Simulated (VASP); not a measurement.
# CaSe (P6_3/mmc) in VASP: notebook

The runs below take CaSe through single point, with r2SCAN.

Everything below comes from runs of VASP 6.6.1. Logs are shortened: lines on timing, memory, paths and dates and some standing lists are left out, and cuts for length are marked.

## (1) The cell of the first run

Symmetry: P6_3/mmc, No. 194, hexagonal system. Conventional cell: a = 4.047 Å, b = 4.047 Å, c = 7.016 Å, α = 90.00°, β = 90.00°, γ = 120.00°. Ca (site symmetry -3m) has 6 Se at 2.92 Å and 2 Ca at 3.51 Å within 3.8 Å. Within 3.8 Å of Se (site symmetry -6m2) lie 6 Ca at 2.92 Å.

## (2) Single point, r2SCAN (volume changed by -6%)

Input file POSCAR:

```
CaSe
1.0
    4.0473384678      0.0000000000      0.0000000000
   -2.0236692339      3.5050979308      0.0000000000
    0.0000000000      0.0000000000      7.0162886581
Ca Se
2 2
Direct
    0.0000000000      0.0000000000      0.0000000000
    0.0000000000      0.0000000000      0.5000000000
    0.3333333333      0.6666666667      0.2500000000
    0.6666666667      0.3333333333      0.7500000000
```

Input file INCAR.step1:

```
SYSTEM = CaSe
  PREC = Accurate
  ENCUT = 520
  ISMEAR = 0
  SIGMA = 0.01
  LREAL = .FALSE.
  LASPH = .TRUE.
  NELM = 80
  NBANDS = 24
  GGA = PE
  ALGO = Normal
  EDIFF = 1E-4
  LWAVE = .TRUE.
  LCHARG = .FALSE.
```

Input file INCAR.step2:

```
SYSTEM = CaSe
  PREC = Accurate
  ENCUT = 520
  EDIFF = 1E-6
  ISMEAR = 0
  SIGMA = 0.01
  LREAL = .FALSE.
  LASPH = .TRUE.
  NELM = 80
  ALGO = Normal
  ISIF = 2
  LWAVE = .FALSE.
  LCHARG = .TRUE.
  METAGGA = R2SCAN
  LMIXTAU = .TRUE.
  LELF = .TRUE.
  LVHAR = .TRUE.
  NBANDS = 24
  ISTART = 1
```

Input file KPOINTS:

```
Automatic mesh
0
G
  6 6 4
  0 0 0
```

Potentials or basis: VASP PAW PBE potentials, release 64 (Ca_sv, Se).

Started as:

```bash
cat potpaw_PBE.64/Ca_sv/POTCAR potpaw_PBE.64/Se/POTCAR > POTCAR
cp INCAR.step1 INCAR
mpirun -np 1 vasp_std > vasp.out
cp INCAR.step2 INCAR
mpirun -np 1 vasp_std > vasp.out
```

OUTCAR:

```text
SYSTEM = CaSe
   PREC = Accurate
   ENCUT = 520
   EDIFF = 1E-6
   ISMEAR = 0
   LREAL = .FALSE.
   LASPH = .TRUE.
   NELM = 80
   ISIF = 2
   METAGGA = R2SCAN
   ISTART = 1

 ion  position               nearest neighbor table
   1  0.000  0.000  0.000-   3 2.92   4 2.92   3 2.92   4 2.92   4 2.92   3 2.92
   2  0.000  0.000  0.500-   3 2.92   4 2.92   3 2.92   4 2.92   4 2.92   3 2.92
   3  0.333  0.667  0.250-   1 2.92   2 2.92   1 2.92   2 2.92   1 2.92   2 2.92
   4  0.667  0.333  0.750-   1 2.92   2 2.92   1 2.92   2 2.92   1 2.92   2 2.92

  LATTYP: Found a hexagonal cell.
 ALAT       =     4.0473384678
 C/A-ratio  =     1.7335561910

  Lattice vectors:

 A1 = (   4.0473384678,   0.0000000000,   0.0000000000)
 A2 = (  -2.0236692339,   3.5050979308,   0.0000000000)
 A3 = (   0.0000000000,   0.0000000000,   7.0162886581)

Analysis of symmetry for initial positions (statically):
=====================================================================
 Subroutine PRICEL returns:
 Original cell was already a primitive cell.

 Routine SETGRP: Setting up the symmetry group for a
 hexagonal supercell.

 Subroutine GETGRP returns: Found 24 space group operations
 (whereof 12 operations were pure point group operations)
 out of a pool of 24 trial point group operations.

The static configuration has the point symmetry D_3d.
 The point group associated with its full space group is D_6h.

Analysis of symmetry for dynamics (positions and initial velocities):
=====================================================================
 Subroutine PRICEL returns:
 Original cell was already a primitive cell.

 Routine SETGRP: Setting up the symmetry group for a
 hexagonal supercell.

 Subroutine GETGRP returns: Found 24 space group operations
 (whereof 12 operations were pure point group operations)
 out of a pool of 24 trial point group operations.

The dynamic configuration has the point symmetry D_3d.
 The point group associated with its full space group is D_6h.

 Subroutine INISYM returns: Found 24 space group operations
 (whereof 12 operations are pure point group operations),
 and found     1 'primitive' translations

----------------------------------------------------------------------------------------

                                     Primitive cell

  volume of cell :      99.5353

  direct lattice vectors                    reciprocal lattice vectors
     4.047338468  0.000000000  0.000000000     0.247075951  0.142649367  0.000000000
    -2.023669234  3.505097931  0.000000000     0.000000000  0.285298733  0.000000000
     0.000000000  0.000000000  7.016288658     0.000000000  0.000000000  0.142525493

  length of vectors
     4.047338468  4.047338468  7.016288658     0.285298733  0.285298733  0.142525493

  position of ions in fractional coordinates (direct lattice)
     0.000000000  0.000000000  0.000000000
     0.000000000  0.000000000  0.500000000
     0.333333333  0.666666667  0.250000000
     0.666666667  0.333333333  0.750000000

  ion indices of the primitive-cell ions
   primitive index   ion index
                 1           1
                 2           2
                 3           3
                 4           4

----------------------------------------------------------------------------------------

 KPOINTS: Automatic mesh

Automatic generation of k-mesh.
 Grid dimensions read from file:
 generate k-points for:    6    6    4

 Generating k-lattice:

  Cartesian coordinates                     Fractional coordinates (reciprocal lattice)
     0.041179325  0.023774894  0.000000000     0.166666667  0.000000000  0.000000000
     0.000000000  0.047549789  0.000000000     0.000000000  0.166666667  0.000000000
     0.000000000  0.000000000  0.035631373     0.000000000  0.000000000  0.250000000

  Length of vectors
     0.047549789  0.047549789  0.035631373

  Shift w.r.t. Gamma in fractional coordinates (k-lattice)
     0.000000000  0.000000000  0.000000000

 Subroutine IBZKPT returns following result:
 ===========================================

 Found     21 irreducible k-points:

 Following reciprocal coordinates:
            Coordinates               Weight
  0.000000  0.000000  0.000000      1.000000
  0.166667 -0.000000  0.000000      6.000000
  0.333333 -0.000000  0.000000      6.000000
  0.500000 -0.000000  0.000000      3.000000
  0.166667  0.166667  0.000000      6.000000
  0.333333  0.166667  0.000000     12.000000
[... 13 lines left out ...]
  0.333333  0.166667  0.500000     12.000000
  0.333333  0.333333  0.500000      2.000000
   k-points           NKPTS =     21   k-points in BZ     NKDIM =     21   number of bands    NBANDS=     24
   number of dos      NEDOS =    301   number of ions     NIONS =      4
   total plane-waves  NPLWV =  48600
   dimension x,y,z NGX =    30 NGY =   30 NGZ =   54
   dimension x,y,z NGXF=    60 NGYF=   60 NGZF=  108
   ions per type =               2   2
   NGX,Y,Z   is equivalent  to a cutoff of  12.32, 12.32, 12.79 a.u.
   NGXF,Y,Z  is equivalent  to a cutoff of  24.65, 24.65, 25.59 a.u.
 SYSTEM =  CaSe
   PREC   = accura    normal or accurate (medium, high low for compatibility)
   ISTART =      1    job   : 0-new  1-cont  2-samecut
   ICHARG =      0    charge: 1-file 2-atom 10-const
   ISPIN  =      1    spin polarized calculation?
   LNONCOLLINEAR =      F non collinear calculations
   LSORBIT =      F    spin-orbit coupling
   LASPH  =      T    aspherical Exc in radial PAW
   ENCUT  =  520.0 eV  38.22 Ry    6.18 a.u.   7.53  7.53 13.05*2*pi/ulx,y,z
   NELM   =     80;   NELMIN=  2; NELMDL=  0     # of ELM steps
   EDIFF  = 0.1E-05   stopping-criterion for ELM
   LREAL  =      F    real-space projection
   EDIFFG = 0.1E-04   stopping-criterion for IOM
   NSW    =      0    number of steps for IOM
   IBRION =     -1    ionic relax: 0-MD 1-quasi-New 2-CG
   NFREE  =      0    steps in history (QN), initial steepest desc. (CG)
   ISIF   =      2    stress and relaxation
   ISYM   =      2    0-nonsym 1-usesym 2-fastsym
   POTIM  = 0.5000    time-step for ionic-motion
   TEBEG  =    0.0;   TEEND  =   0.0 temperature during run
   PSTRESS=    0.0 pullay stress
   NELECT =      32.0000    total number of electrons
   NUPDOWN=      -1.0000    fix difference up-down
   EMIN   =  10.00;   EMAX   =-10.00  energy-range for DOS
   EFERMI =   0.00;   METHOD = LEGACY
   ISMEAR =     0;   SIGMA  =   0.01  broadening in eV -4-tet -1-fermi 0-gaus
   EFERMI_NEDOS =   21; number of points for ismear=-14 and -15
   IALGO  =     38    algorithm
   IMIX   =      4    mixing-type and parameters
     AMIX     =   0.40;   BMIX     =  1.00
     AMIX_MAG =   1.60;   BMIX_MAG =  1.00
  volume/ion in A,a.u.               =      24.88       167.92
  Fermi-wavevector in a.u.,A,eV,Ry     =   1.121500  2.119327 17.112881  1.257761
  Thomas-Fermi vector in A             =   2.258153
   LORBIT       =      0    0 simple, 1 ext, 2 COOP (PROOUT), +10 PAW based schemes
   METAGGA = R2SCAN    functional components
   LHFCALC =     F    Hartree Fock is set to
   AEXX    =    0.0000 exact exchange contribution
   IVDW    =     0    specifies the selected vdW correction
   LEPSILON=     F    determine dielectric tensor
   LRPA    =     F    only Hartree local field effects (RPA)
 non-spin polarized calculation
 Gauss-broadening in eV      SIGMA  =   0.01
  energy-cutoff  :      520.00
  volume of cell :       99.54
 maximum number of plane-waves:      2714
   NGX = 15   NGY = 15   NGZ = 27

 number of electron      32.0000005 magnetization

 Free energy of the ion-electron system (eV)
  ---------------------------------------------------
  ext. energy  EPLUGINS =         0.00000000
  ---------------------------------------------------
  free energy    TOTEN  =       -51.57104458 eV

  energy without entropy =      -51.57104458  energy(sigma->0) =      -51.57104458

 E-fermi :   2.6859     XC(G=0):  -9.7420

 val. band max:        2.5948106830   @ k =   0.0000   0.0000   0.0000
 cond. band min:       5.1650265643   @ k =   0.5000  -0.0000   0.0000
 fundamental gap:      2.5702158812
 Fermi energy:         2.6858927400

 k-point     1 :       0.0000    0.0000    0.0000
  band No.  band energies     occupation
      1     -38.7748      2.00000
      2     -38.7544      2.00000
      3     -19.1206      2.00000
      4     -18.8988      2.00000
      5     -18.8988      2.00000
      6     -18.8693      2.00000
[... 16 lines left out ...]
     23       7.9670      0.00000
     24       8.9709      0.00000

 k-point     2 :       0.1667   -0.0000    0.0000
  band No.  band energies     occupation
      1     -38.7729      2.00000
      2     -38.7527      2.00000
      3     -19.1073      2.00000
      4     -18.9321      2.00000
      5     -18.9052      2.00000
      6     -18.8929      2.00000
[... 16 lines left out ...]
     23       8.8920      0.00000
     24       8.9274      0.00000

 k-point     3 :       0.3333   -0.0000    0.0000
  band No.  band energies     occupation
      1     -38.7692      2.00000
      2     -38.7494      2.00000
      3     -19.0813      2.00000
      4     -18.9964      2.00000
      5     -18.9396      2.00000
      6     -18.9178      2.00000
[... 16 lines left out ...]
     23       8.8475      0.00000
     24       9.2657      0.00000
[... 433 lines left out ...]
 k-point    20 :       0.3333    0.1667    0.5000
  band No.  band energies     occupation
      1     -38.7576      2.00000
      2     -38.7576      2.00000
      3     -18.9828      2.00000
      4     -18.9828      2.00000
      5     -18.9465      2.00000
      6     -18.9465      2.00000
[... 16 lines left out ...]
     23       9.0609      0.00000
     24       9.0609      0.00000

 k-point    21 :       0.3333    0.3333    0.5000
  band No.  band energies     occupation
      1     -38.7567      2.00000
      2     -38.7567      2.00000
      3     -18.9666      2.00000
      4     -18.9666      2.00000
      5     -18.9535      2.00000
      6     -18.9535      2.00000
[... 16 lines left out ...]
     23       8.8639      0.00000
     24       8.8639      0.00000

------------------------ aborting loop because EDIFF is reached ----------------------------------------

  FORCE on cell =-STRESS in cart. coord.  units (eV):
  Direction    XX          YY          ZZ          XY          YZ          ZX
  --------------------------------------------------------------------------------------
  -------------------------------------------------------------------------------------
  Total        2.3296324      2.3296324      2.6414873      0.0000000      0.0000000      0.0000000
  in kB       37.4991004     37.4991004     42.5188966      0.0000000      0.0000000      0.0000000
  external PRESSURE =      39.1723658 kB  Pullay stress =       0.0000000 kB

 VOLUME and BASIS-vectors are now :
 -----------------------------------------------------------------------------
  energy-cutoff  :      520.00
  volume of cell :       99.54
      direct lattice vectors                 reciprocal lattice vectors
     4.047338468  0.000000000  0.000000000     0.247075951  0.142649367  0.000000000
    -2.023669234  3.505097931  0.000000000     0.000000000  0.285298733  0.000000000
     0.000000000  0.000000000  7.016288658     0.000000000  0.000000000  0.142525493

 POSITION                                       TOTAL-FORCE (eV/Angst)
 -----------------------------------------------------------------------------------
      0.00000      0.00000      0.00000        -0.000000      0.000000      0.000000
      0.00000      0.00000      3.50814        -0.000000      0.000000      0.000000
     -0.00000      2.33673      1.75407         0.000000      0.000000     -0.000000
      2.02367      1.16837      5.26222        -0.000000     -0.000000      0.000000
 -----------------------------------------------------------------------------------
    total drift:                               -0.000000      0.000000      0.000000

  FREE ENERGIE OF THE ION-ELECTRON SYSTEM (eV)
  ---------------------------------------------------
  free  energy   TOTEN  =       -51.5710445790 eV

  energy  without entropy=      -51.5710445790  energy(sigma->0) =      -51.57104458
```

It took 3.7 min on 1 thread of Intel Xeon 6975P-C, shared host; peak memory 0.25 GiB.

Results:

| Property | Result |
| --- | --- |
| Free energy | -51.5710 eV |
| Pressure | 3.9 GPa |
| Band gap on the k mesh | 2.57 eV, indirect (least direct gap 2.83 eV) |

Levels at points of the mesh, in eV from the valence-band top:
```
           k point  band 13  band 14  band 15  band 16  band 17  band 18  band 19  band 20
(0.00, 0.00, 0.00)    -1.18    -0.39     0.00     0.00     2.83     4.29     4.29     4.30
(0.50, 0.00, 0.00)    -1.91    -1.82    -1.36    -0.94     2.57     4.25     5.75     5.86
(0.00, 0.00, 0.50)    -0.68    -0.68    -0.68    -0.68     4.20     4.20     4.88     4.88
(0.50, 0.00, 0.50)    -1.53    -1.53    -1.15    -1.15     3.46     3.46     5.45     5.45
```

Caveat: the PAW data sets were made with another functional, which shifts forces and pressure a little. A k mesh can miss the band edges.

## (3) Single point, r2SCAN (volume changed by -3%)

Input file POSCAR:

```
CaSe
1.0
    4.0899451617      0.0000000000      0.0000000000
   -2.0449725808      3.5419964101      0.0000000000
    0.0000000000      0.0000000000      7.0901497560
Ca Se
2 2
Direct
    0.0000000000      0.0000000000      0.0000000000
    0.0000000000      0.0000000000      0.5000000000
    0.3333333333      0.6666666667      0.2500000000
    0.6666666667      0.3333333333      0.7500000000
```

Input file INCAR.step1:

```
SYSTEM = CaSe
PREC = Accurate
ENCUT = 520
ISMEAR = 0
SIGMA = 0.01
LREAL = .False.
LASPH = .True.
NELM = 100
NBANDS = 24
GGA = PE
ALGO = Normal
EDIFF = 1E-4
LWAVE = .True.
LCHARG = .False.
```

Input file INCAR.step2:

```
SYSTEM = CaSe
PREC = Accurate
ENCUT = 520
EDIFF = 1E-6
ISMEAR = 0
SIGMA = 0.01
LREAL = .False.
LASPH = .True.
NELM = 100
ALGO = Normal
ISIF = 2
LWAVE = .False.
LCHARG = .False.
METAGGA = R2SCAN
LMIXTAU = .True.
NBANDS = 24
ISTART = 1
```

Input file KPOINTS:

```
regular mesh
0
Gamma
  6 6 4
  0 0 0
```

Potentials or basis: VASP PAW PBE potentials, release 64 (Ca_sv, Se).

Started as:

```bash
cat potpaw_PBE.64/Ca_sv/POTCAR potpaw_PBE.64/Se/POTCAR > POTCAR
cp INCAR.step1 INCAR
mpirun -np 1 vasp_std > vasp.out
cp INCAR.step2 INCAR
mpirun -np 1 vasp_std > vasp.out
```

It took 3.7 min on 1 thread of Intel Xeon 6975P-C, shared host; peak memory 0.25 GiB.

It converged, with:

| Quantity | Value |
| --- | --- |
| Free energy | -51.6292 eV |
| Pressure | 1.9 GPa |
| Band gap on the k mesh | 2.63 eV, indirect (least direct gap 2.88 eV) |

Stress tensor (GPa, compression positive):
```
1.83 0.00 0.00
0.00 1.83 0.00
0.00 0.00 2.12
```

Levels at points of the mesh, in eV from the valence-band top:
```tsv
k point	band 13	band 14	band 15	band 16	band 17	band 18	band 19	band 20
(0.00, 0.00, 0.00)	-1.11	-0.38	0.00	0.00	2.88	4.11	4.30	4.30
(0.50, 0.00, 0.00)	-1.82	-1.77	-1.29	-0.91	2.63	4.24	5.70	5.77
(0.00, 0.00, 0.50)	-0.64	-0.64	-0.64	-0.64	4.18	4.18	4.86	4.86
(0.50, 0.00, 0.50)	-1.47	-1.47	-1.10	-1.10	3.49	3.49	5.36	5.36
```

Caveat: the PAW data sets were made with another functional, which shifts forces and pressure a little.

(Part 1 of 2 ends here.)
